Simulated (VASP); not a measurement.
# SnO2 (SnO2 (P4_2/mnm)) (P4_2/mnm) in VASP: settings compared

The runs below take SnO2 (SnO2 (P4_2/mnm)) through single point, with r2SCAN, PBE, LDA.

Everything below comes from runs of VASP 6.6.1. Logs are shortened: lines on timing, memory, paths and dates and some standing lists are left out, and cuts for length are marked.

**1. The cell of the first run**

The structure is tetragonal, space group P4_2/mnm (No. 136). Conventional cell: a = 4.827 Å, b = 4.827 Å, c = 3.238 Å, α = 90.00°, β = 90.00°, γ = 90.00°. Sn (site symmetry mmm) has 6 O at 2.09 Å within 2.8 Å. Within 2.8 Å of O (site symmetry m2m) lie 3 Sn at 2.09 Å and 1 O at 2.64 Å.

**2. Single point, r2SCAN**

POSCAR reads:

```
SnO2
1.0
    4.8274600320      4.8274600320      0.0000000000
   -4.8274600320      4.8274600320      0.0000000000
    0.0000000000      0.0000000000      6.4759066843
Sn O
8 16
Direct
    0.0000000000      0.5000000000      0.2500000000
    0.5000000000      0.0000000000      0.2500000000
    0.0000000000      0.0000000000      0.0000000000
    0.5000000000      0.5000000000      0.0000000000
    0.0000000000      0.5000000000      0.7500000000
    0.5000000000      0.0000000000      0.7500000000
    0.0000000000      0.0000000000      0.5000000000
    0.5000000000      0.5000000000      0.5000000000
    0.0000000000      0.8065971048      0.2500000000
    0.5000000000      0.3065971048      0.2500000000
    0.0000000000      0.1934028952      0.2500000000
    0.5000000000      0.6934028952      0.2500000000
    0.3065971048      0.0000000000      0.0000000000
    0.8065971048      0.5000000000      0.0000000000
    0.1934028952      0.5000000000      0.0000000000
    0.6934028952      0.0000000000      0.0000000000
    0.0000000000      0.8065971048      0.7500000000
    0.5000000000      0.3065971048      0.7500000000
    0.0000000000      0.1934028952      0.7500000000
    0.5000000000      0.6934028952      0.7500000000
    0.3065971048      0.0000000000      0.5000000000
    0.8065971048      0.5000000000      0.5000000000
    0.1934028952      0.5000000000      0.5000000000
    0.6934028952      0.0000000000      0.5000000000
```

INCAR.step1 reads:

```
SYSTEM = SnO2
PREC = Accurate ; ENCUT = 520
ISMEAR = 0 ; SIGMA = 0.01
LREAL = Auto ; LASPH = .TRUE.
NELM = 80 ; NBANDS = 122
GGA = PE ; ALGO = Normal
EDIFF = 1E-4 ; LWAVE = .TRUE.
LCHARG = .FALSE.
```

INCAR.step2 reads:

```
SYSTEM = SnO2
PREC = Accurate ; ENCUT = 520
EDIFF = 1E-7 ; ISMEAR = 0
SIGMA = 0.01 ; LREAL = Auto
LASPH = .TRUE. ; NELM = 80
ALGO = Normal ; ISIF = 2
LWAVE = .FALSE. ; LCHARG = .FALSE.
METAGGA = R2SCAN ; LMIXTAU = .TRUE.
NBANDS = 122 ; ISTART = 1
```

KPOINTS reads:

```
Automatic mesh
0
Gamma
  1 1 1
  0.25 0.25 0.25
```

Potentials or basis: VASP PAW PBE potentials, release 64 (Sn_d, O).

Started as:

```sh
$ cat potpaw_PBE.64/Sn_d/POTCAR potpaw_PBE.64/O/POTCAR > POTCAR
$ cp INCAR.step1 INCAR
$ mpirun -np 1 vasp_std > vasp.out
$ cp INCAR.step2 INCAR
$ mpirun -np 1 vasp_std > vasp.out
```

OUTCAR:

```text
SYSTEM = SnO2
   PREC = Accurate
   ENCUT = 520
   EDIFF = 1E-7
   ISMEAR = 0
   LREAL = Auto
   LASPH = .TRUE.
   NELM = 80
   ISIF = 2
   METAGGA = R2SCAN
   ISTART = 1

 ion  position               nearest neighbor table
   1  0.000  0.500  0.250-  14 2.09  15 2.09  22 2.09  23 2.09   9 2.09  11 2.09   5 3.24   5 3.24

   2  0.500  0.000  0.250-  13 2.09  16 2.09  21 2.09  24 2.09  10 2.09  12 2.09   6 3.24   6 3.24

   3  0.000  0.000  0.000-   9 2.09  11 2.09  17 2.09  19 2.09  13 2.09  16 2.09   7 3.24   7 3.24

   4  0.500  0.500  0.000-  10 2.09  12 2.09  18 2.09  20 2.09  14 2.09  15 2.09   8 3.24   8 3.24

   5  0.000  0.500  0.750-  14 2.09  15 2.09  22 2.09  23 2.09  17 2.09  19 2.09   1 3.24   1 3.24

   6  0.500  0.000  0.750-  13 2.09  16 2.09  21 2.09  24 2.09  18 2.09  20 2.09   2 3.24   2 3.24

   7  0.000  0.000  0.500-   9 2.09  11 2.09  17 2.09  19 2.09  21 2.09  24 2.09   3 3.24   3 3.24

   8  0.500  0.500  0.500-  10 2.09  12 2.09  18 2.09  20 2.09  22 2.09  23 2.09   4 3.24   4 3.24

   9  0.000  0.807  0.250-   3 2.09   7 2.09   1 2.09
  10  0.500  0.307  0.250-   4 2.09   8 2.09   2 2.09
  11  0.000  0.193  0.250-   3 2.09   7 2.09   1 2.09
  12  0.500  0.693  0.250-   4 2.09   8 2.09   2 2.09
  13  0.307  0.000  0.000-   2 2.09   6 2.09   3 2.09
  14  0.807  0.500  0.000-   1 2.09   5 2.09   4 2.09
[... 8 lines left out ...]
  23  0.193  0.500  0.500-   1 2.09   5 2.09   8 2.09
  24  0.693  0.000  0.500-   2 2.09   6 2.09   7 2.09

  LATTYP: Found a simple tetragonal cell.
 ALAT       =     6.8270594491
 C/A-ratio  =     0.9485645661

  Lattice vectors:

 A1 = (   4.8274600320,   4.8274600320,   0.0000000000)
 A2 = (  -4.8274600320,   4.8274600320,   0.0000000000)
 A3 = (   0.0000000000,   0.0000000000,   6.4759066843)

Analysis of symmetry for initial positions (statically):
=====================================================================
 Subroutine PRICEL returns following result:

  LATTYP: Found a simple tetragonal cell.
 ALAT       =     4.8274600320
 C/A-ratio  =     0.6707364371

  Lattice vectors:

 A1 = (   4.8274600320,   0.0000000000,   0.0000000000)
 A2 = (   0.0000000000,   4.8274600320,   0.0000000000)
 A3 = (   0.0000000000,   0.0000000000,   3.2379533421)

   4 primitive cells build up your supercell.

 Routine SETGRP: Setting up the symmetry group for a
 simple tetragonal supercell.

 Subroutine GETGRP returns: Found 16 space group operations
 (whereof  8 operations were pure point group operations)
 out of a pool of 16 trial point group operations.

The static configuration has the point symmetry D_2h.
 The point group associated with its full space group is D_4h.

Analysis of symmetry for dynamics (positions and initial velocities):
=====================================================================
 Subroutine PRICEL returns following result:

  LATTYP: Found a simple tetragonal cell.
 ALAT       =     4.8274600320
 C/A-ratio  =     0.6707364371

  Lattice vectors:

 A1 = (   4.8274600320,   0.0000000000,   0.0000000000)
 A2 = (   0.0000000000,   4.8274600320,   0.0000000000)
 A3 = (   0.0000000000,   0.0000000000,   3.2379533421)

   4 primitive cells build up your supercell.

 Routine SETGRP: Setting up the symmetry group for a
 simple tetragonal supercell.

 Subroutine GETGRP returns: Found 16 space group operations
 (whereof  8 operations were pure point group operations)
 out of a pool of 16 trial point group operations.

The dynamic configuration has the point symmetry D_2h.
 The point group associated with its full space group is D_4h.

 Subroutine INISYM returns: Found 16 space group operations
 (whereof  8 operations are pure point group operations),
 and found     4 'primitive' translations

----------------------------------------------------------------------------------------

                                     Primitive cell

  volume of cell :      75.4585

  direct lattice vectors                    reciprocal lattice vectors
     4.827460032  0.000000000  0.000000000     0.207148271  0.000000000  0.000000000
     0.000000000  4.827460032  0.000000000     0.000000000  0.207148271  0.000000000
     0.000000000  0.000000000  3.237953342     0.000000000  0.000000000  0.308837063

  length of vectors
     4.827460032  4.827460032  3.237953342     0.207148271  0.207148271  0.308837063

  position of ions in fractional coordinates (direct lattice)
     0.500000000  0.500000000  0.500000000
     0.000000000  0.000000000  0.000000000
     0.193402895  0.806597105  0.500000000
     0.806597105  0.193402895  0.500000000
     0.306597105  0.306597105  0.000000000
     0.693402895  0.693402895  0.000000000

  ion indices of the primitive-cell ions
   primitive index   ion index
                 1           1
                 2           3
                 3           9
                 4          11
                 5          14
                 6          15

----------------------------------------------------------------------------------------

 KPOINTS: Automatic mesh

Automatic generation of k-mesh.
 Grid dimensions read from file:
 generate k-points for:    1    1    1

 Generating k-lattice:

  Cartesian coordinates                     Fractional coordinates (reciprocal lattice)
     0.103574136  0.103574136  0.000000000     1.000000000  0.000000000  0.000000000
    -0.103574136  0.103574136  0.000000000     0.000000000  1.000000000  0.000000000
     0.000000000  0.000000000  0.154418531     0.000000000  0.000000000  1.000000000

  Length of vectors
     0.146475947  0.146475947  0.154418531

  Shift w.r.t. Gamma in fractional coordinates (k-lattice)
     0.250000000  0.250000000  0.250000000

 Subroutine IBZKPT returns following result:
 ===========================================

 Found      1 irreducible k-points:

 Following reciprocal coordinates:
            Coordinates               Weight
  0.250000  0.250000  0.250000      8.000000
   k-points           NKPTS =      1   k-points in BZ     NKDIM =      1   number of bands    NBANDS=    122
   number of dos      NEDOS =    301   number of ions     NIONS =     24
   total plane-waves  NPLWV = 139968
   dimension x,y,z NGX =    54 NGY =   54 NGZ =   48
   dimension x,y,z NGXF=   108 NGYF=  108 NGZF=   96
   ions per type =               8  16
   NGX,Y,Z   is equivalent  to a cutoff of  13.15, 13.15, 12.32 a.u.
   NGXF,Y,Z  is equivalent  to a cutoff of  26.30, 26.30, 24.64 a.u.
 SYSTEM =  SnO2
   PREC   = accura    normal or accurate (medium, high low for compatibility)
   ISTART =      1    job   : 0-new  1-cont  2-samecut
   ICHARG =      0    charge: 1-file 2-atom 10-const
   ISPIN  =      1    spin polarized calculation?
   LNONCOLLINEAR =      F non collinear calculations
   LSORBIT =      F    spin-orbit coupling
   LASPH  =      T    aspherical Exc in radial PAW
   ENCUT  =  520.0 eV  38.22 Ry    6.18 a.u.  12.69 12.69 12.04*2*pi/ulx,y,z
   NELM   =     80;   NELMIN=  2; NELMDL=  0     # of ELM steps
   EDIFF  = 0.1E-06   stopping-criterion for ELM
   LREAL  =      T    real-space projection
   EDIFFG = 0.1E-05   stopping-criterion for IOM
   NSW    =      0    number of steps for IOM
   IBRION =     -1    ionic relax: 0-MD 1-quasi-New 2-CG
   NFREE  =      0    steps in history (QN), initial steepest desc. (CG)
   ISIF   =      2    stress and relaxation
   ISYM   =      2    0-nonsym 1-usesym 2-fastsym
   POTIM  = 0.5000    time-step for ionic-motion
   TEBEG  =    0.0;   TEEND  =   0.0 temperature during run
   PSTRESS=    0.0 pullay stress
   NELECT =     208.0000    total number of electrons
   NUPDOWN=      -1.0000    fix difference up-down
   EMIN   =  10.00;   EMAX   =-10.00  energy-range for DOS
   EFERMI =   0.00;   METHOD = LEGACY
   ISMEAR =     0;   SIGMA  =   0.01  broadening in eV -4-tet -1-fermi 0-gaus
   EFERMI_NEDOS =   21; number of points for ismear=-14 and -15
   IALGO  =     38    algorithm
   IMIX   =      4    mixing-type and parameters
     AMIX     =   0.40;   BMIX     =  1.00
     AMIX_MAG =   1.60;   BMIX_MAG =  1.00
  volume/ion in A,a.u.               =      12.58        84.87
  Fermi-wavevector in a.u.,A,eV,Ry     =   1.446017  2.732575 28.449294  2.090964
  Thomas-Fermi vector in A             =   2.564133
   LORBIT       =      0    0 simple, 1 ext, 2 COOP (PROOUT), +10 PAW based schemes
   METAGGA = R2SCAN    functional components
   LHFCALC =     F    Hartree Fock is set to
   AEXX    =    0.0000 exact exchange contribution
   IVDW    =     0    specifies the selected vdW correction
   LEPSILON=     F    determine dielectric tensor
   LRPA    =     F    only Hartree local field effects (RPA)
 non-spin polarized calculation
 Gauss-broadening in eV      SIGMA  =   0.01
  energy-cutoff  :      520.00
  volume of cell :      301.83
 maximum number of plane-waves:      8114
 NGX is ok and might be reduce to    50
   NGX = 25   NGY = 25   NGZ = 25

 number of electron     208.0000092 magnetization

 Free energy of the ion-electron system (eV)
  ---------------------------------------------------
  ext. energy  EPLUGINS =         0.00000000
  ---------------------------------------------------
  free energy    TOTEN  =      -338.37834787 eV

  energy without entropy =     -338.37834787  energy(sigma->0) =     -338.37834787

 E-fermi :   4.9196     XC(G=0): -11.7425

 val. band max:        4.7987825621   @ k =   0.2500   0.2500   0.2500
 cond. band min:       8.3181265442   @ k =   0.2500   0.2500   0.2500
 fundamental gap:      3.5193439822
 Fermi energy:         4.9195599341

 k-point     1 :       0.2500    0.2500    0.2500
  band No.  band energies     occupation
      1     -16.4124      2.00000
      2     -16.3752      2.00000
      3     -16.3597      2.00000
      4     -16.3597      2.00000
      5     -16.3387      2.00000
      6     -16.2059      2.00000
[... 108 lines left out ...]
    115      13.3578      0.00000
    116      13.3578      0.00000
 [bands above 116 left out]

------------------------ aborting loop because EDIFF is reached ----------------------------------------

  FORCE on cell =-STRESS in cart. coord.  units (eV):
  Direction    XX          YY          ZZ          XY          YZ          ZX
  --------------------------------------------------------------------------------------
  -------------------------------------------------------------------------------------
  Total      -11.6688681    -11.6688681    -14.1519690     -0.0000000      0.0000000      0.0000000
  in kB      -61.9400232    -61.9400232    -75.1206782     -0.0000000      0.0000000      0.0000000
  external PRESSURE =     -66.3335748 kB  Pullay stress =       0.0000000 kB

 VOLUME and BASIS-vectors are now :
 -----------------------------------------------------------------------------
  energy-cutoff  :      520.00
  volume of cell :      301.83
      direct lattice vectors                 reciprocal lattice vectors
     4.827460032  4.827460032  0.000000000     0.103574136  0.103574136  0.000000000
    -4.827460032  4.827460032  0.000000000    -0.103574136  0.103574136  0.000000000
     0.000000000  0.000000000  6.475906684     0.000000000  0.000000000  0.154418531

 POSITION                                       TOTAL-FORCE (eV/Angst)
 -----------------------------------------------------------------------------------
     -2.41373      2.41373      1.61898         0.000000      0.000000      0.000000
      2.41373      2.41373      1.61898         0.000000      0.000000      0.000000
      0.00000      0.00000      0.00000         0.000000      0.000000      0.000000
      0.00000      4.82746      0.00000         0.000000      0.000000      0.000000
     -2.41373      2.41373      4.85693         0.000000      0.000000      0.000000
      2.41373      2.41373      4.85693         0.000000      0.000000      0.000000
[... 16 lines left out ...]
     -1.48009      3.34737      3.23795        -0.010852     -0.010852     -0.000000
      3.34737      3.34737      3.23795        -0.010852     -0.010852     -0.000000
 -----------------------------------------------------------------------------------
    total drift:                               -0.000000      0.000000      0.000000

  FREE ENERGIE OF THE ION-ELECTRON SYSTEM (eV)
  ---------------------------------------------------
  free  energy   TOTEN  =      -338.3783478680 eV

  energy  without entropy=     -338.3783478680  energy(sigma->0) =     -338.37834787
```

It took 2.5 min on 1 thread of Intel Xeon 6975P-C (Granite Rapids), shared host; peak memory 0.4 GiB.

What came out:

```yaml
Free_energy: -338.3783 eV
Pressure: -6.6 GPa
Largest_force: 0.015 eV/Å
Band_gap_on_the_k_mesh: 3.52 eV
```

Forces in eV/Å, atoms in the order of the input:
```
Sn   0.000  0.000  0.000
Sn   0.000  0.000  0.000
Sn   0.000  0.000  0.000
Sn   0.000  0.000  0.000
Sn   0.000  0.000  0.000
Sn   0.000  0.000  0.000
Sn   0.000  0.000  0.000
Sn   0.000  0.000  0.000
O   -0.011  0.011  0.000
O   -0.011  0.011  0.000
O    0.011 -0.011  0.000
O    0.011 -0.011  0.000
O    0.011  0.011  0.000
O    0.011  0.011  0.000
O   -0.011 -0.011  0.000
O   -0.011 -0.011  0.000
O   -0.011  0.011  0.000
O   -0.011  0.011  0.000
O    0.011 -0.011  0.000
O    0.011 -0.011  0.000
O    0.011  0.011  0.000
O    0.011  0.011  0.000
O   -0.011 -0.011  0.000
O   -0.011 -0.011  0.000
```

Stress tensor (GPa, compression positive):
```
-6.19  0.00  0.00
 0.00 -6.19  0.00
 0.00  0.00 -7.51
```

Levels at points of the mesh, in eV from the valence-band top:
```tsv
k point	band 101	band 102	band 103	band 104	band 105	band 106	band 107	band 108
(0.25, 0.25, 0.25)	-0.42	-0.38	-0.38	0.00	3.52	5.34	5.34	5.94
```

Caveat: the k points lie up to 0.97 Å⁻¹ apart; the PAW data sets were made with another functional, which shifts forces and pressure a little; spin-orbit coupling is left out, which moves the levels of the heavy elements.

(Part 1 of 2 ends here.)
